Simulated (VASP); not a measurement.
Crystal: Al2O3.

```
Al O
1.0
     2.38886    1.37921    4.30071
    -2.38886    1.37921    4.30071
     0.00000   -2.75841    4.30071
Al O
4 6
Direct
  0.35596 0.35596 0.35596
  0.14404 0.14404 0.14404
  0.64404 0.64404 0.64404
  0.85596 0.85596 0.85596
  0.55260 0.94740 0.25000
  0.25000 0.55260 0.94740
  0.94740 0.25000 0.55260
  0.44740 0.05260 0.75000
  0.75000 0.44740 0.05260
  0.05260 0.75000 0.44740
```

```yaml
Program: VASP 6.6.1
Task: relaxation of cell and atoms
Functional: PBEsol
Potentials_or_basis: VASP PAW PBE potentials, release 64 (Al, O)
Cutoff: 600 eV
k_mesh: 6 × 6 × 6
Occupations: gaussian, width 0.1 eV
Spin: no spin polarisation
```

At the start: pressure 1.9 GPa; volume 8.50 Å³/atom.

Task: Where does the relaxation end?

Result: Over 6 steps the energy falls by 8.4 meV/atom and the volume is 8.56 Å³/atom (+0.6 %); space group R-3c (No. 167, to 0.1 Å) before and after.

The path:
```
step  energy change (eV)  largest force (eV/Å)  pressure (GPa)  volume (Å³)
   1              0.0000                0.7199            1.86        85.02
   2             -0.0675                0.1608           -1.98        86.24
   3             -0.0678                0.1233           -2.22        86.32
   4             -0.0820                0.0677            1.05        85.16
   5             -0.0827                0.0337            0.47        85.37
   6             -0.0843                0.0085           -0.05        85.56
```

Final structure:
```
Al O
1.0
     2.38608    1.37760    4.33844
    -2.38608    1.37760    4.33844
     0.00000   -2.75520    4.33844
Al O
4 6
Cartesian
  0.0000 0.0000 4.5826
  0.0000 0.0000 1.9251
  0.0000 0.0000 8.4327
  0.0000 0.0000 11.0902
  -0.9265 1.3776 7.5923
  -0.7298 -1.4912 7.5923
  1.6563 0.1136 7.5923
  0.9265 -1.3776 5.4230
  0.7298 1.4912 5.4231
  -1.6563 -0.1136 5.4230
```

Caveat: the PAW data sets were made with another functional, which shifts forces and pressure a little.
